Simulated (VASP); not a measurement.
# GaP (R-3m) in VASP: a series of runs

GaP is run at these levels: PBE; tasks: relaxation of shape and atoms at fixed volume, relaxation of cell and atoms.

All numbers are computed with VASP 6.6.1; they aren't measurements. Logs are shortened: lines on timing, memory, paths and dates and some standing lists are left out, and cuts for length are marked.

**1. The cell of the first run**

The structure is trigonal, space group R-3m (No. 166). The conventional cell has a = 3.845 Å, b = 3.845 Å, c = 19.109 Å, α = 90.00°, β = 90.00°, γ = 120.00°. Ga (site symmetry 3m) has 3 P at 2.38 Å and 1 Ga at 2.46 Å within 3.1 Å. Within 2.9 Å of P (site symmetry 3m) lie 1 P at 2.20 Å and 3 Ga at 2.38 Å.

**2. Relaxation of shape and atoms at fixed volume, PBE (20.39 Å³/atom)**

INCAR

```
SYSTEM = GaP
PREC = Accurate ; ENCUT = 600
EDIFF = 1E-6 ; ISMEAR = 0
SIGMA = 0.02 ; LREAL = .False.
LASPH = .True. ; NELM = 80
ALGO = Normal ; ISIF = 4
LWAVE = .False. ; LCHARG = .False.
GGA = PE ; IBRION = 2
NSW = 50 ; EDIFFG = -0.01
```

KPOINTS

```
Automatic mesh
0
Gamma
  9 9 9
  0 0 0
```

POSCAR

```
GaP
1.0
    1.9226858063      1.1100631678      6.3696830259
   -1.9226858063      1.1100631678      6.3696830259
    0.0000000000     -2.2201263357      6.3696830259
Ga P
2 2
Direct
    0.4355819192      0.4355819192      0.4355819192
    0.5644180808      0.5644180808      0.5644180808
    0.0575098537      0.0575098537      0.0575098537
    0.9424901463      0.9424901463      0.9424901463
```

Potentials or basis: VASP PAW PBE potentials, release 64 (Ga_d, P).

Launch:

```sh
$ cat potpaw_PBE.64/Ga_d/POTCAR potpaw_PBE.64/P/POTCAR > POTCAR
$ mpirun -np 1 vasp_std > vasp.out
```

OUTCAR:

```text
SYSTEM = GaP
   PREC = Accurate
   ENCUT = 600
   EDIFF = 1E-6
   ISMEAR = 0
   LREAL = .False.
   LASPH = .True.
   NELM = 80
   ISIF = 4
   GGA = PE
   IBRION = 2
   NSW = 50
   EDIFFG = -0.01

 ion  position               nearest neighbor table
   1  0.436  0.436  0.436-   3 2.38   3 2.38   3 2.38   2 2.46
   2  0.564  0.564  0.564-   4 2.38   4 2.38   4 2.38   1 2.46
   3  0.058  0.058  0.058-   4 2.20   1 2.38   1 2.38   1 2.38
   4  0.942  0.942  0.942-   3 2.20   2 2.38   2 2.38   2 2.38

  LATTYP: Found a trigonal (rhomboedric) cell.
 ALAT       =     6.7455038949
 COS(alpha) =     0.8375132914

  Lattice vectors:

 A1 = (   1.9226858063,   1.1100631678,   6.3696830259)
 A2 = (  -1.9226858063,   1.1100631678,   6.3696830259)
 A3 = (   0.0000000000,  -2.2201263357,   6.3696830259)

Analysis of symmetry for initial positions (statically):
=====================================================================
 Subroutine PRICEL returns:
 Original cell was already a primitive cell.

 Routine SETGRP: Setting up the symmetry group for a
 trigonal (rhombohedral) supercell.

 Subroutine GETGRP returns: Found 12 space group operations
 (whereof 12 operations were pure point group operations)
 out of a pool of 12 trial point group operations.

The static configuration has the point symmetry D_3d.

Analysis of symmetry for dynamics (positions and initial velocities):
=====================================================================
 Subroutine PRICEL returns:
 Original cell was already a primitive cell.

 Routine SETGRP: Setting up the symmetry group for a
 trigonal (rhombohedral) supercell.

 Subroutine GETGRP returns: Found 12 space group operations
 (whereof 12 operations were pure point group operations)
 out of a pool of 12 trial point group operations.

The dynamic configuration has the point symmetry D_3d.

 Subroutine INISYM returns: Found 12 space group operations
 (whereof 12 operations are pure point group operations),
 and found     1 'primitive' translations

----------------------------------------------------------------------------------------

                                     Primitive cell

  volume of cell :      81.5690

  direct lattice vectors                    reciprocal lattice vectors
     1.922685806  1.110063168  6.369683026     0.260052890  0.150141606  0.052331228
    -1.922685806  1.110063168  6.369683026    -0.260052890  0.150141606  0.052331228
     0.000000000 -2.220126336  6.369683026     0.000000000 -0.300283212  0.052331228

  length of vectors
     6.745503895  6.745503895  6.745503895     0.304809063  0.304809063  0.304809063

  position of ions in fractional coordinates (direct lattice)
     0.435581919  0.435581919  0.435581919
     0.564418081  0.564418081  0.564418081
     0.057509854  0.057509854  0.057509854
     0.942490146  0.942490146  0.942490146

  ion indices of the primitive-cell ions
   primitive index   ion index
                 1           1
                 2           2
                 3           3
                 4           4

----------------------------------------------------------------------------------------

 KPOINTS: Automatic mesh

Automatic generation of k-mesh.
 Grid dimensions read from file:
 generate k-points for:    9    9    9

 Generating k-lattice:

  Cartesian coordinates                     Fractional coordinates (reciprocal lattice)
     0.028894766  0.016682401  0.005814581     0.111111111  0.000000000  0.000000000
    -0.028894766  0.016682401  0.005814581     0.000000000  0.111111111  0.000000000
     0.000000000 -0.033364801  0.005814581     0.000000000  0.000000000  0.111111111

  Length of vectors
     0.033867674  0.033867674  0.033867674

  Shift w.r.t. Gamma in fractional coordinates (k-lattice)
     0.000000000  0.000000000  0.000000000

 Subroutine IBZKPT returns following result:
 ===========================================

 Found     85 irreducible k-points:

 Following reciprocal coordinates:
            Coordinates               Weight
  0.000000  0.000000  0.000000      1.000000
  0.111111 -0.000000  0.000000      6.000000
  0.222222  0.000000  0.000000      6.000000
  0.333333 -0.000000 -0.000000      6.000000
  0.444444  0.000000  0.000000      6.000000
  0.111111  0.111111 -0.000000      6.000000
[... 16 lines left out ...]
 -0.333333  0.333333  0.000000      6.000000
  0.444444  0.444444  0.000000      6.000000
 [... further k-points ...]
   k-points           NKPTS =     85   k-points in BZ     NKDIM =     85   number of bands    NBANDS=     22
   number of dos      NEDOS =    301   number of ions     NIONS =      4
   total plane-waves  NPLWV = 157464
   dimension x,y,z NGX =    54 NGY =   54 NGZ =   54
   dimension x,y,z NGXF=   108 NGYF=  108 NGZF=  108
   ions per type =               2   2
   NGX,Y,Z   is equivalent  to a cutoff of  13.31, 13.31, 13.31 a.u.
   NGXF,Y,Z  is equivalent  to a cutoff of  26.62, 26.62, 26.62 a.u.
 SYSTEM =  GaP
   PREC   = accura    normal or accurate (medium, high low for compatibility)
   ISTART =      0    job   : 0-new  1-cont  2-samecut
   ICHARG =      2    charge: 1-file 2-atom 10-const
   ISPIN  =      1    spin polarized calculation?
   LNONCOLLINEAR =      F non collinear calculations
   LSORBIT =      F    spin-orbit coupling
   LASPH  =      T    aspherical Exc in radial PAW
   ENCUT  =  600.0 eV  44.10 Ry    6.64 a.u.  13.47 13.47 13.47*2*pi/ulx,y,z
   NELM   =     80;   NELMIN=  2; NELMDL= -5     # of ELM steps
   EDIFF  = 0.1E-05   stopping-criterion for ELM
   LREAL  =      F    real-space projection
   EDIFFG = -.1E-01   stopping-criterion for IOM
   NSW    =     50    number of steps for IOM
   IBRION =      2    ionic relax: 0-MD 1-quasi-New 2-CG
   NFREE  =      1    steps in history (QN), initial steepest desc. (CG)
   ISIF   =      4    stress and relaxation
   ISYM   =      2    0-nonsym 1-usesym 2-fastsym
   POTIM  = 0.5000    time-step for ionic-motion
   TEBEG  =    0.0;   TEEND  =   0.0 temperature during run
   PSTRESS=    0.0 pullay stress
   NELECT =      36.0000    total number of electrons
   NUPDOWN=      -1.0000    fix difference up-down
   EMIN   =  10.00;   EMAX   =-10.00  energy-range for DOS
   EFERMI =   0.00;   METHOD = LEGACY
   ISMEAR =     0;   SIGMA  =   0.02  broadening in eV -4-tet -1-fermi 0-gaus
   EFERMI_NEDOS =   21; number of points for ismear=-14 and -15
   IALGO  =     38    algorithm
   IMIX   =      4    mixing-type and parameters
     AMIX     =   0.40;   BMIX     =  1.00
     AMIX_MAG =   1.60;   BMIX_MAG =  1.00
  volume/ion in A,a.u.               =      20.39       137.61
  Fermi-wavevector in a.u.,A,eV,Ry     =   1.246428  2.355408 21.137787  1.553584
  Thomas-Fermi vector in A             =   2.380606
   LORBIT       =      0    0 simple, 1 ext, 2 COOP (PROOUT), +10 PAW based schemes
   GGA     = PE    functional components
   LHFCALC =     F    Hartree Fock is set to
   AEXX    =    0.0000 exact exchange contribution
   IVDW    =     0    specifies the selected vdW correction
   LEPSILON=     F    determine dielectric tensor
   LRPA    =     F    only Hartree local field effects (RPA)
 conjugate gradient relaxation of ions
 non-spin polarized calculation
 Gauss-broadening in eV      SIGMA  =   0.02
  energy-cutoff  :      600.00
  volume of cell :       81.57
 maximum number of plane-waves:      2761
 NGX is ok and might be reduce to    54
   NGX = 27   NGY = 27   NGZ = 27

--------------------------------------- Ionic step        1  -------------------------------------------

 number of electron      36.0000002 magnetization

 Free energy of the ion-electron system (eV)
  ---------------------------------------------------
  ext. energy  EPLUGINS =         0.00000000
  ---------------------------------------------------
  free energy    TOTEN  =       -17.72082841 eV

  energy without entropy =      -17.72082841  energy(sigma->0) =      -17.72082841

------------------------ aborting loop because EDIFF is reached ----------------------------------------

  FORCE on cell =-STRESS in cart. coord.  units (eV):
  Direction    XX          YY          ZZ          XY          YZ          ZX
  --------------------------------------------------------------------------------------
  -------------------------------------------------------------------------------------
  Total        1.1002935      1.1002935      1.2592031      0.0000000     -0.0000000      0.0000000
  in kB       21.6119546     21.6119546     24.7332554      0.0000000     -0.0000000      0.0000000
  external PRESSURE =      22.6523882 kB  Pullay stress =       0.0000000 kB
[... 137 lines left out ...]
  energy  without entropy=      -17.7210955074  energy(sigma->0) =      -17.72109551

--------------------------------------- Ionic step        5  -------------------------------------------

 number of electron      36.0000002 magnetization

 Free energy of the ion-electron system (eV)
  ---------------------------------------------------
  ext. energy  EPLUGINS =         0.00000000
  ---------------------------------------------------
  free energy    TOTEN  =       -17.72113310 eV

  energy without entropy =      -17.72113310  energy(sigma->0) =      -17.72113310

 E-fermi :   5.0316     XC(G=0):  -9.8070

 val. band max:        4.9241187221   @ k =   0.0000   0.0000   0.0000
 cond. band min:       5.8172043341   @ k =  -0.4444  -0.4444   0.1111
 fundamental gap:      0.8930856120
 Fermi energy:         5.0315755106

 k-point     1 :       0.0000    0.0000    0.0000
  band No.  band energies     occupation
      1      -9.9030      2.00000
      2      -9.7632      2.00000
      3      -9.7632      2.00000
      4      -9.7460      2.00000
      5      -9.7460      2.00000
      6      -9.6900      2.00000
[... 574 lines left out ...]
      6      -9.6976      2.00000
[... 14 lines left out ...]
     21       6.7055      0.00000
     22       8.9427      0.00000

 [... further k-points ...]

------------------------ aborting loop because EDIFF is reached ----------------------------------------

  FORCE on cell =-STRESS in cart. coord.  units (eV):
  Direction    XX          YY          ZZ          XY          YZ          ZX
  --------------------------------------------------------------------------------------
  -------------------------------------------------------------------------------------
  Total        1.1208668      1.1208668      1.1461163      0.0000000     -0.0000000      0.0000000
  in kB       22.0160544     22.0160544     22.5120053      0.0000000     -0.0000000      0.0000000
  external PRESSURE =      22.1813714 kB  Pullay stress =       0.0000000 kB
[... 19 lines left out ...]
  FREE ENERGIE OF THE ION-ELECTRON SYSTEM (eV)
  ---------------------------------------------------
  free  energy   TOTEN  =       -17.7211330998 eV

  energy  without entropy=      -17.7211330998  energy(sigma->0) =      -17.72113310

 reached required accuracy - stopping structural energy minimisation
```

Run time: 27 min. Hardware: 1 thread of Oxide Virtual Turin-like, shared host; peak memory 0.47 GiB.

What came out:

```
Free energy                  : -17.7211 eV
Energy gained by relaxing    : 0.1 meV/atom
Ionic steps                  : 5
Pressure after relaxing      : 2.2 GPa
Largest force after relaxing : 0.005 eV/Å
Band gap on the k mesh       : 0.89 eV (least direct gap 1.22 eV)
```

Forces on the atoms (eV/Å):
```
Ga   0.000  0.000 -0.005
Ga   0.000  0.000  0.005
P    0.000  0.000 -0.002
P    0.000  0.000  0.002
```

The path:
| step | energy change (eV) | largest force (eV/Å) | pressure (GPa) | volume (Å³) |
| --- | --- | --- | --- | --- |
| 1 | 0.0000 | 0.0347 | 2.27 | 81.57 |
| 2 | -0.0003 | 0.0256 | 2.23 | 81.57 |
| 3 | -0.0003 | 0.0244 | 2.23 | 81.57 |
| 4 | -0.0003 | 0.0254 | 2.23 | 81.57 |
| 5 | -0.0003 | 0.0052 | 2.22 | 81.57 |

Final structure:
```
Ga P
1.0
     1.92165    1.10946    6.37656
    -1.92165    1.10946    6.37656
     0.00000   -2.21893    6.37656
Ga P
2 2
Direct
  0.43573 0.43573 0.43573
  0.56427 0.56427 0.56427
  0.05756 0.05756 0.05756
  0.94244 0.94244 0.94244
```

Caveat: an odd mesh through Γ misses points on the zone boundary, where band edges can lie.

**3. Relaxation of cell and atoms, PBE**

This run uses another cell than the first one, of 21.03 Å³/atom.

INCAR

```
SYSTEM = GaP
PREC = Accurate
ENCUT = 600
EDIFF = 1E-6
ISMEAR = 0
SIGMA = 0.02
LREAL = .FALSE.
LASPH = .TRUE.
NELM = 80
ALGO = Normal
ISIF = 3
LWAVE = .FALSE.
LCHARG = .FALSE.
GGA = PE
IBRION = 2
NSW = 100
EDIFFG = -0.005
```

KPOINTS

```
Automatic mesh
0
G
  9 9 9
  0 0 0
```

POSCAR

```
GaP
1.0
    1.9430151755      1.1218003346      6.4308101003
   -1.9430151755      1.1218003346      6.4308101003
    0.0000000000     -2.2436006692      6.4308101003
Ga P
2 2
Direct
    0.4353720000      0.4353720000      0.4353720000
    0.5646280000      0.5646280000      0.5646280000
    0.0573890000      0.0573890000      0.0573890000
    0.9426110000      0.9426110000      0.9426110000
```

Potentials or basis: VASP PAW PBE potentials, release 64 (Ga_d, P).

Launch:

```sh
$ cat potpaw_PBE.64/Ga_d/POTCAR potpaw_PBE.64/P/POTCAR > POTCAR
$ mpirun -np 1 vasp_std > vasp.out
```

Run time: 11 min. Hardware: 1 thread of Oxide Virtual Turin-like, shared host; peak memory 0.47 GiB.

Results (log left out):

- Free energy: -17.7383 eV
- Relaxed volume: 21.02 Å³/atom
- Relaxed cell: a = 6.814 Å, b = 6.814 Å, c = 6.814 Å, α = 33.12°, β = 33.12°, γ = 33.12°
- Space group after relaxing (to 0.1 Å): R-3m (No. 166)
- Energy gained by relaxing: 0.1 meV/atom
- Ionic steps: 3
- Pressure after relaxing: 0.0 GPa
- Largest force after relaxing: 0.004 eV/Å
- Band gap on the k mesh: 0.93 eV (least direct gap 1.13 eV)

Forces on the atoms (eV/Å):
```
Ga   0.000  0.000  0.001
Ga   0.000  0.000 -0.001
P    0.000  0.000 -0.004
P    0.000  0.000  0.004
```

The path:
| step | energy change (eV) | largest force (eV/Å) | pressure (GPa) | volume (Å³) |
| --- | --- | --- | --- | --- |
| 1 | 0.0000 | 0.0549 | -0.01 | 84.10 |
| 2 | -0.0002 | 0.0157 | 0.04 | 84.08 |
| 3 | -0.0002 | 0.0037 | 0.00 | 84.08 |

Final structure:
```xyz
4
Lattice="1.9422 1.1213 6.4341 -1.9422 1.1213 6.4341 0.0000 -2.2427 6.4341" Properties=species:S:1:pos:R:3 pbc="T T T"
Ga    0.0000    0.0000    8.4073
Ga    0.0000    0.0000   10.8951
P     0.0000    0.0000    1.1085
P     0.0000    0.0000   18.1939
```

Levels at points of the mesh, in eV from the valence-band top:
```
           k point  band 15  band 16  band 17  band 18  band 19  band 20  band 21  band 22
(0.00, 0.00, 0.00)    -1.79    -0.27     0.00     0.00     1.15     1.49     2.75     3.67
```

Caveat: an odd mesh through Γ misses points on the zone boundary, where band edges can lie.
